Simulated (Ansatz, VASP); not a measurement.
# One calculation of GaSb, two programs

Contents of INCAR:

```
PREC     = Accurate       # precision mode
ENCUT    = 500            # plane-wave cutoff, eV
EDIFF    = 1E-6           # SCF threshold, eV
ISMEAR   = 0              # smearing method
SIGMA    = 0.1            # smearing width, eV
LREAL    = F              # projectors in reciprocal space
LASPH    = T              # aspherical terms in the spheres
NELM     = 120            # most SCF steps
ALGO     = Normal         # electronic algorithm
ISIF     = 2              # what is computed and relaxed
LWAVE    = F              # write WAVECAR
LCHARG   = F              # write CHGCAR
GGA      = PS             # functional
NBANDS   = 16             # bands
GGA_COMPAT= F
```

File KPOINTS:

```
regular mesh
0
Gamma
  6 6 6
```

File POSCAR:

```
GaSb
1.0
    0.0000000000      2.7243466274      2.7243466274
    2.7243466274      0.0000000000      2.7243466274
    2.7243466274      2.7243466274      0.0000000000
Ga Sb
1 1
Direct
    0.0000000000      0.0000000000      0.0000000000
    0.7500000000      0.7500000000      0.7500000000
```

Input for Ansatz:

```yaml
crystal:
  lattice:
    - [0.0, 2.7243466274, 2.7243466274]
    - [2.7243466274, 0.0, 2.7243466274]
    - [2.7243466274, 2.7243466274, 0.0]
  atoms:
    - { symbol: Ga, position: [0.0, 0.0, 0.0] }
    - { symbol: Sb, position: [0.75, 0.75, 0.75] }
basis:
  ecutwfc: 420
kpoints:
  mp_grid: { grid: [6, 6, 6] }
hamiltonian:
  xc: pbesol
scf:
  occupations: { method: gaussian, width: 0.1 }
output:
  forces: true
  stress: true
  eigenvalues: true
```

Alike in both runs: task single point; functional PBEsol; k mesh 6 × 6 × 6; occupations gaussian, width 0.1 eV; no spin polarisation.

|  | VASP | Ansatz |
| --- | --- | --- |
| version | VASP 6.6.1 | Ansatz 0.2.0 |
| potentials or method | VASP PAW PBE potentials, release 64 (Ga_d, Sb), cutoff 500 eV | scalar-relativistic, plane waves, PAW |
| valence electrons in the cell | 18 | 28 |

|  | VASP | Ansatz | Ansatz less VASP |
| --- | --- | --- | --- |
| gap on the k mesh at the Fermi level (eV) | 0.15 | 0.18 | +0.031 |
| least direct gap on the mesh (eV) | 2.50 | 2.53 | +0.028 |
| pressure (GPa) | 40.1 | 39.8 | -0.28 |

VASP's potentials were made for PBE, not for PBEsol. Both programs put the cell under a high pressure, so it lies far from rest at this level. With one functional, cell and mesh, what is left measures potentials, basis and numerics. VASP's potentials hold 18 valence electrons a cell and Ansatz's 28, so a difference there can come from the potentials and not from the codes.

Spin-orbit coupling is off throughout.
